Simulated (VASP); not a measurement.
# V (Fm-3m) in VASP: single point with r2SCAN

Aim: the single point of V with r2SCAN.

All numbers are computed with VASP 6.6.1; they aren't measurements. Logs are shortened: lines on timing, memory, paths and dates and some standing lists are left out, and cuts for length are marked.

## 1. The cell of the first run

Symmetry: Fm-3m, No. 225, cubic system. Conventional cell: a = 3.801 Å, b = 3.801 Å, c = 3.801 Å, α = 90.00°, β = 90.00°, γ = 90.00°. Within 3.5 Å of V (site symmetry m-3m) lie 12 V at 2.69 Å.

## 2. Single point, r2SCAN, collinear spin, ferromagnetic start

Input file POSCAR:

```
V
1.0
    0.0000000000      1.9003815762      1.9003815762
    1.9003815762      0.0000000000      1.9003815762
    1.9003815762      1.9003815762      0.0000000000
V
1
Direct
    0.0000000000      0.0000000000      0.0000000000
```

Input file INCAR.step1:

```
SYSTEM = V
  PREC = Accurate
  ENCUT = 520
  ISMEAR = 0
  SIGMA = 0.1
  LREAL = .FALSE.
  LASPH = .TRUE.
  NELM = 150
  ISPIN = 2
  MAGMOM = 0.13
  LMAXMIX = 4
  NBANDS = 16
  GGA = PE
  ALGO = Normal
  EDIFF = 1E-4
  LWAVE = .TRUE.
  LCHARG = .FALSE.
```

Input file INCAR.step2:

```
SYSTEM = V
  PREC = Accurate
  ENCUT = 520
  EDIFF = 1E-6
  ISMEAR = 0
  SIGMA = 0.1
  LREAL = .FALSE.
  LASPH = .TRUE.
  NELM = 150
  ALGO = Normal
  ISIF = 2
  LWAVE = .FALSE.
  LCHARG = .TRUE.
  ISPIN = 2
  MAGMOM = 0.13
  LORBIT = 11
  LMAXMIX = 4
  METAGGA = R2SCAN
  LMIXTAU = .TRUE.
  LELF = .TRUE.
  LVHAR = .TRUE.
  NBANDS = 16
  ISTART = 1
```

Input file KPOINTS:

```
regular mesh
0
G
  18 18 18
  0 0 0
```

Potentials or basis: VASP PAW PBE potentials, release 64 (V_sv).

Command:

```console
$ cat potpaw_PBE.64/V_sv/POTCAR > POTCAR
$ cp INCAR.step1 INCAR
$ mpirun -np 1 vasp_std > vasp.out
$ cp INCAR.step2 INCAR
$ mpirun -np 1 vasp_std > vasp.out
```

OUTCAR:

```text
SYSTEM = V
   PREC = Accurate
   ENCUT = 520
   EDIFF = 1E-6
   ISMEAR = 0
   LREAL = .FALSE.
   LASPH = .TRUE.
   NELM = 150
   ISIF = 2
   ISPIN = 2
   LORBIT = 11
   METAGGA = R2SCAN
   ISTART = 1

 ion  position               nearest neighbor table
   1  0.000  0.000  0.000-

  LATTYP: Found a face centered cubic cell.
 ALAT       =     3.8007631524

  Lattice vectors:

 A1 = (   0.0000000000,   1.9003815762,   1.9003815762)
 A2 = (   1.9003815762,   0.0000000000,   1.9003815762)
 A3 = (   1.9003815762,   1.9003815762,   0.0000000000)

Analysis of symmetry for initial positions (statically):
=====================================================================
 Subroutine PRICEL returns:
 Original cell was already a primitive cell.

 Routine SETGRP: Setting up the symmetry group for a
 face centered cubic supercell.

 Subroutine GETGRP returns: Found 48 space group operations
 (whereof 48 operations were pure point group operations)
 out of a pool of 48 trial point group operations.

The static configuration has the point symmetry O_h .

Analysis of symmetry for dynamics (positions and initial velocities):
=====================================================================
 Subroutine PRICEL returns:
 Original cell was already a primitive cell.

 Routine SETGRP: Setting up the symmetry group for a
 face centered cubic supercell.

 Subroutine GETGRP returns: Found 48 space group operations
 (whereof 48 operations were pure point group operations)
 out of a pool of 48 trial point group operations.

The dynamic configuration has the point symmetry O_h .

Analysis of structural, dynamic, and magnetic symmetry:
=====================================================================
 Subroutine PRICEL returns:
 Original cell was already a primitive cell.

 Routine SETGRP: Setting up the symmetry group for a
 face centered cubic supercell.

 Subroutine GETGRP returns: Found 48 space group operations
 (whereof 48 operations were pure point group operations)
 out of a pool of 48 trial point group operations.

The overall configuration has the point symmetry O_h .

 Subroutine INISYM returns: Found 48 space group operations
 (whereof 48 operations are pure point group operations),
 and found     1 'primitive' translations

----------------------------------------------------------------------------------------

                                     Primitive cell

  volume of cell :      13.7263

  direct lattice vectors                    reciprocal lattice vectors
     0.000000000  1.900381576  1.900381576    -0.263105055  0.263105055  0.263105055
     1.900381576  0.000000000  1.900381576     0.263105055 -0.263105055  0.263105055
     1.900381576  1.900381576  0.000000000     0.263105055  0.263105055 -0.263105055

  length of vectors
     2.687545399  2.687545399  2.687545399     0.455711324  0.455711324  0.455711324

  position of ions in fractional coordinates (direct lattice)
     0.000000000  0.000000000  0.000000000

  ion indices of the primitive-cell ions
   primitive index   ion index
                 1           1

----------------------------------------------------------------------------------------

 KPOINTS: regular mesh

Automatic generation of k-mesh.
 Grid dimensions read from file:
 generate k-points for:   18   18   18

 Generating k-lattice:

  Cartesian coordinates                     Fractional coordinates (reciprocal lattice)
    -0.014616948  0.014616948  0.014616948     0.055555556  0.000000000  0.000000000
     0.014616948 -0.014616948  0.014616948     0.000000000  0.055555556  0.000000000
     0.014616948  0.014616948 -0.014616948     0.000000000  0.000000000  0.055555556

  Length of vectors
     0.025317296  0.025317296  0.025317296

  Shift w.r.t. Gamma in fractional coordinates (k-lattice)
     0.000000000  0.000000000  0.000000000

 Subroutine IBZKPT returns following result:
 ===========================================

 Found    195 irreducible k-points:

 Following reciprocal coordinates:
            Coordinates               Weight
  0.000000  0.000000  0.000000      1.000000
  0.055556  0.000000  0.000000      8.000000
  0.111111  0.000000  0.000000      8.000000
  0.166667  0.000000  0.000000      8.000000
  0.222222  0.000000  0.000000      8.000000
  0.277778  0.000000  0.000000      8.000000
[... 16 lines left out ...]
 -0.277778  0.055556  0.000000     24.000000
 -0.222222  0.055556  0.000000     24.000000
 [... further k-points ...]
   k-points           NKPTS =    195   k-points in BZ     NKDIM =    195   number of bands    NBANDS=     16
   number of dos      NEDOS =    301   number of ions     NIONS =      1
   total plane-waves  NPLWV =   8000
   dimension x,y,z NGX =    20 NGY =   20 NGZ =   20
   dimension x,y,z NGXF=    40 NGYF=   40 NGZF=   40
   ions per type =               1
   NGX,Y,Z   is equivalent  to a cutoff of  12.37, 12.37, 12.37 a.u.
   NGXF,Y,Z  is equivalent  to a cutoff of  24.74, 24.74, 24.74 a.u.
 SYSTEM =  V
   PREC   = accura    normal or accurate (medium, high low for compatibility)
   ISTART =      1    job   : 0-new  1-cont  2-samecut
   ICHARG =      0    charge: 1-file 2-atom 10-const
   ISPIN  =      2    spin polarized calculation?
   LNONCOLLINEAR =      F non collinear calculations
   LSORBIT =      F    spin-orbit coupling
   LASPH  =      T    aspherical Exc in radial PAW
   ENCUT  =  520.0 eV  38.22 Ry    6.18 a.u.   5.00  5.00  5.00*2*pi/ulx,y,z
   NELM   =    150;   NELMIN=  2; NELMDL=  0     # of ELM steps
   EDIFF  = 0.1E-05   stopping-criterion for ELM
   LREAL  =      F    real-space projection
   EDIFFG = 0.1E-04   stopping-criterion for IOM
   NSW    =      0    number of steps for IOM
   IBRION =     -1    ionic relax: 0-MD 1-quasi-New 2-CG
   NFREE  =      0    steps in history (QN), initial steepest desc. (CG)
   ISIF   =      2    stress and relaxation
   ISYM   =      2    0-nonsym 1-usesym 2-fastsym
   POTIM  = 0.5000    time-step for ionic-motion
   TEBEG  =    0.0;   TEEND  =   0.0 temperature during run
   PSTRESS=    0.0 pullay stress
   NELECT =      13.0000    total number of electrons
   NUPDOWN=      -1.0000    fix difference up-down
   EMIN   =  10.00;   EMAX   =-10.00  energy-range for DOS
   EFERMI =   0.00;   METHOD = LEGACY
   ISMEAR =     0;   SIGMA  =   0.10  broadening in eV -4-tet -1-fermi 0-gaus
   EFERMI_NEDOS =   21; number of points for ismear=-14 and -15
   IALGO  =     38    algorithm
   IMIX   =      4    mixing-type and parameters
     AMIX     =   0.40;   BMIX     =  1.00
     AMIX_MAG =   1.60;   BMIX_MAG =  1.00
  volume/ion in A,a.u.               =      13.73        92.63
  Fermi-wavevector in a.u.,A,eV,Ry     =   1.607700  3.038113 35.166989  2.584701
  Thomas-Fermi vector in A             =   2.703687
   LORBIT       =     11    0 simple, 1 ext, 2 COOP (PROOUT), +10 PAW based schemes
   METAGGA = R2SCAN    functional components
   LHFCALC =     F    Hartree Fock is set to
   AEXX    =    0.0000 exact exchange contribution
   IVDW    =     0    specifies the selected vdW correction
   LEPSILON=     F    determine dielectric tensor
   LRPA    =     F    only Hartree local field effects (RPA)
 spin polarized calculation
 Gauss-broadening in eV      SIGMA  =   0.10
  energy-cutoff  :      520.00
  volume of cell :       13.73
 maximum number of plane-waves:       380
   NGX =  9   NGY =  9   NGZ =  9

 number of electron      13.0000005 magnetization      -0.0000084

 Free energy of the ion-electron system (eV)
  ---------------------------------------------------
  ext. energy  EPLUGINS =         0.00000000
  ---------------------------------------------------
  free energy    TOTEN  =       -13.89317766 eV

  energy without entropy =      -13.88493080  energy(sigma->0) =      -13.88905423

 E-fermi :   9.7686     XC(G=0): -13.9551

 val. band max:        9.7586350381   @ k =  -0.0556   0.0556   0.0000
 cond. band min:       9.7694197483   @ k =  -0.3333   0.1111   0.0000
 fundamental gap:      0.0107847102
 Fermi energy:         9.7685979464

 spin component 1

 k-point     1 :       0.0000    0.0000    0.0000
  band No.  band energies     occupation
      1     -56.9356      1.00000
      2     -29.1223      1.00000
      3     -29.1223      1.00000
      4     -29.1222      1.00000
      5       2.4121      1.00000
      6       9.9459      0.00608
[... 8 lines left out ...]
     15      38.4014      0.00000
     16      39.2990      0.00000

 k-point     2 :       0.0556    0.0000    0.0000
  band No.  band energies     occupation
      1     -56.9303      1.00000
      2     -29.1499      1.00000
      3     -29.1257      1.00000
      4     -29.1257      1.00000
      5       2.5338      1.00000
      6       9.8773      0.06203
[... 8 lines left out ...]
     15      38.7113      0.00000
     16      39.2752      0.00000

 k-point     3 :       0.1111    0.0000    0.0000
  band No.  band energies     occupation
      1     -56.9150      1.00000
      2     -29.2289      1.00000
      3     -29.1355      1.00000
      4     -29.1354      1.00000
      5       2.8899      1.00000
      6       9.6913      0.86280
[... 8 lines left out ...]
     15      38.2281      0.00000
     16      39.1482      0.00000
[... 362 lines left out ...]
 k-point    23 :      -0.2778    0.0556    0.0000
  band No.  band energies     occupation
      1     -56.8178      1.00000
      2     -29.6949      1.00000
      3     -29.2236      1.00000
      4     -29.1856      1.00000
      5       5.2478      1.00000
      6       9.0317      1.00000
[... 8 lines left out ...]
     15      36.3010      0.00000
     16      36.6079      0.00000

 k-point    24 :      -0.2222    0.0556    0.0000
  band No.  band energies     occupation
      1     -56.8483      1.00000
      2     -29.5481      1.00000
      3     -29.2036      1.00000
      4     -29.1659      1.00000
      5       4.5080      1.00000
      6       9.0874      1.00000
[... 8 lines left out ...]
     15      36.3218      0.00000
     16      37.6053      0.00000

 [... further k-points ...]

 spin component 2

 k-point     1 :       0.0000    0.0000    0.0000
  band No.  band energies     occupation
      1     -56.9356      1.00000
      2     -29.1224      1.00000
      3     -29.1224      1.00000
      4     -29.1223      1.00000
      5       2.4121      1.00000
      6       9.9459      0.00608
[... 8 lines left out ...]
     15      38.4014      0.00000
     16      39.2990      0.00000

 k-point     2 :       0.0556    0.0000    0.0000
  band No.  band energies     occupation
      1     -56.9303      1.00000
      2     -29.1499      1.00000
      3     -29.1257      1.00000
      4     -29.1257      1.00000
      5       2.5338      1.00000
      6       9.8773      0.06205
[... 8 lines left out ...]
     15      38.7113      0.00000
     16      39.2752      0.00000

 k-point     3 :       0.1111    0.0000    0.0000
  band No.  band energies     occupation
      1     -56.9150      1.00000
      2     -29.2289      1.00000
      3     -29.1355      1.00000
      4     -29.1354      1.00000
      5       2.8899      1.00000
      6       9.6913      0.86283
[... 8 lines left out ...]
     15      38.2281      0.00000
     16      39.1482      0.00000
[... 362 lines left out ...]
 k-point    23 :      -0.2778    0.0556    0.0000
  band No.  band energies     occupation
      1     -56.8178      1.00000
      2     -29.6949      1.00000
      3     -29.2236      1.00000
      4     -29.1856      1.00000
      5       5.2478      1.00000
      6       9.0317      1.00000
[... 8 lines left out ...]
     15      36.3010      0.00000
     16      36.6079      0.00000

 k-point    24 :      -0.2222    0.0556    0.0000
  band No.  band energies     occupation
      1     -56.8483      1.00000
      2     -29.5481      1.00000
      3     -29.2036      1.00000
      4     -29.1659      1.00000
      5       4.5080      1.00000
      6       9.0874      1.00000
[... 8 lines left out ...]
     15      36.3218      0.00000
     16      37.6053      0.00000

 [... further k-points ...]

------------------------ aborting loop because EDIFF is reached ----------------------------------------

  FORCE on cell =-STRESS in cart. coord.  units (eV):
  Direction    XX          YY          ZZ          XY          YZ          ZX
  --------------------------------------------------------------------------------------
  -------------------------------------------------------------------------------------
  Total        0.0486837      0.0486837      0.0486837     -0.0000000      0.0000000     -0.0000000
  in kB        5.6825262      5.6825262      5.6825262     -0.0000000      0.0000000     -0.0000000
  external PRESSURE =       5.6825262 kB  Pullay stress =       0.0000000 kB

 VOLUME and BASIS-vectors are now :
 -----------------------------------------------------------------------------
  energy-cutoff  :      520.00
  volume of cell :       13.73
      direct lattice vectors                 reciprocal lattice vectors
     0.000000000  1.900381576  1.900381576    -0.263105055  0.263105055  0.263105055
     1.900381576  0.000000000  1.900381576     0.263105055 -0.263105055  0.263105055
     1.900381576  1.900381576  0.000000000     0.263105055  0.263105055 -0.263105055

 POSITION                                       TOTAL-FORCE (eV/Angst)
 -----------------------------------------------------------------------------------
      0.00000      0.00000      0.00000         0.000000     -0.000000     -0.000000
 -----------------------------------------------------------------------------------
    total drift:                               -0.000000     -0.000000     -0.000000

  FREE ENERGIE OF THE ION-ELECTRON SYSTEM (eV)
  ---------------------------------------------------
  free  energy   TOTEN  =       -13.8931776639 eV

  energy  without entropy=      -13.8849308001  energy(sigma->0) =      -13.88905423

 total charge

# of ion       s       p       d       tot
------------------------------------------
    1        2.341   6.246   2.988  11.576

 magnetization (x)

# of ion       s       p       d       tot
------------------------------------------
    1       -0.000  -0.000  -0.000  -0.000
```

It took 3.7 min on 1 thread of AMD EPYC 7R13 (Zen 3), shared host; peak memory 0.15 GiB.

Results:

* Free energy: -13.8932 eV
* Pressure: 0.6 GPa
* Net moment: 0.00 μB per cell
* Valence electrons inside the program's atomic spheres: V 11.58

Levels at points of the mesh, in eV from the Fermi level:
Spin up:
| k point | band 3 | band 4 | band 5 | band 6 | band 7 | band 8 | band 9 | band 10 |
| --- | --- | --- | --- | --- | --- | --- | --- | --- |
| (0.00, 0.00, 0.00) | -38.89 | -38.89 | -7.36 | 0.18 | 0.18 | 0.18 | 2.18 | 2.18 |
| (0.50, 0.00, 0.00) | -39.00 | -39.00 | -3.58 | 0.14 | 0.14 | 0.64 | 3.29 | 3.29 |
| (0.50, 0.50, 0.00) | -39.20 | -39.20 | -3.64 | -2.82 | 3.37 | 3.43 | 3.53 | 3.53 |
Spin down:
```csv
k point,band 4,band 5,band 6,band 7,band 8,band 9
"(0.00, 0.00, 0.00)",-38.89,-7.36,0.18,0.18,0.18,2.18
"(0.50, 0.00, 0.00)",-39.00,-3.58,0.14,0.14,0.64,3.29
"(0.50, 0.50, 0.00)",-39.20,-3.64,-2.82,3.37,3.43,3.53
```

Caveat: the PAW data sets were made with another functional, which shifts forces and pressure a little.
